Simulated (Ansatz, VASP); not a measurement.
# KTaO3 in VASP and in Ansatz

```
K Ta O
1.0
     4.06652    0.00000    0.00000
     0.00000    4.06652    0.00000
     0.00000    0.00000    4.06652
K Ta O
1 1 3
Cartesian
  2.0333 2.0333 2.0333
  0.0000 0.0000 0.0000
  2.0333 0.0000 0.0000
  0.0000 2.0333 0.0000
  0.0000 0.0000 2.0333
```

Change from the starting cell: volume scaled by 1.06, crystal datasets.

Alike in both runs: task electric field gradients; functional LDA; k mesh 5 × 5 × 5; occupations fermi-dirac, width 0.01 eV; no spin polarisation.

```csv
,VASP,Ansatz
version,VASP 6.6.1,Ansatz 0.2.0
potentials or method,"VASP PAW LDA potentials, release 64 (K_sv, Ta_pv, O), cutoff 520 eV","all-electron PAW with datasets made for the crystal, scalar-relativistic"
```

VASP gave:

- gap on the k mesh at the Fermi level (eV): 2.00
- pressure (GPa): -14.5
- size of Vzz on the site where it differs most (V/Å²): 23.3

Problem. Which values does Ansatz return?

Solution. gap on the k mesh at the Fermi level (eV): 2.06; pressure (GPa): -15.3; size of Vzz on the site where it differs most (V/Å²): 24.9.

LDA's correlation is that of Perdew and Zunger in VASP and of Perdew and Wang (1992) in Ansatz. Ansatz ran all-electron here, and VASP with PAW potentials.

Spin-orbit coupling is off throughout.
